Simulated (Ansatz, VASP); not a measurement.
Given: the input of a run of VASP 6.6.1 on Al.

File POSCAR:

```
Al
1.0
   -1.5697130985      1.5697130985      1.5697130985
    1.5697130985     -1.5697130985      1.5697130985
    1.5697130985      1.5697130985     -1.5697130985
Al
1
Direct
    0.0000000000      0.0000000000      0.0000000000
```

File INCAR.step1:

```
SYSTEM = Al
ALGO = Normal
EDIFF = 1E-5
ENCUT = 520
GGA = PE
ISIF = 2
ISMEAR = -1
LASPH = .TRUE.
LREAL = .FALSE.
LWAVE = .TRUE.
NBANDS = 8
NELM = 60
PREC = Accurate
SIGMA = 0.05
```

The input INCAR.step2:

```
SYSTEM = Al
AEXX = 0.25
ALGO = Normal
EDIFF = 1E-6
ENCUT = 520
GGA = PE
ISIF = 2
ISMEAR = -1
ISTART = 1
LASPH = .TRUE.
LCHARG = .TRUE.
LELF = .TRUE.
LHFCALC = .TRUE.
LREAL = .FALSE.
LVHAR = .TRUE.
LWAVE = .FALSE.
NBANDS = 8
NELM = 60
PREC = Accurate
PRECFOCK = Normal
SIGMA = 0.05
```

The input KPOINTS:

```
k-points
0
G
  8 8 8
  0 0 0
```

Potentials or basis: VASP PAW PBE potentials, release 64 (Al).

Launch:

```console
$ cat potpaw_PBE.64/Al/POTCAR > POTCAR
$ cp INCAR.step1 INCAR
$ mpirun -np 1 vasp_std > vasp.out
$ cp INCAR.step2 INCAR
$ mpirun -np 1 vasp_std > vasp.out
```

Problem. Translate it to Ansatz 0.2.0. Potentials there: Ansatz PAW.

Solution. As run (the cutoff follows the program's own potentials):

input

```
crystal:
  lattice:
    - [-1.5697130985, 1.5697130985, 1.5697130985]
    - [1.5697130985, -1.5697130985, 1.5697130985]
    - [1.5697130985, 1.5697130985, -1.5697130985]
  atoms:
    - { symbol: Al, position: [0.0, 0.0, 0.0] }
hamiltonian:
  xc: pbe0
  pseudopotentials: { kind: paw }
kpoints:
  mp_grid: { grid: [8, 8, 8] }
scf:
  occupations: { method: fermi_dirac, width: 0.05 }
output:
  forces: true
  stress: true
  eigenvalues: true
```

Both were run:

|  | VASP | Ansatz | Ansatz less VASP |
| --- | --- | --- | --- |
| gap on the k mesh at the Fermi level (eV) | none | none | - |
| pressure (GPa) | 6.1 | 6.1 | -0.05 |

A gap of «none» marks a metal or a gap that the smearing closes. The functional is the same, so the differences come from potentials, cutoffs and numerics.
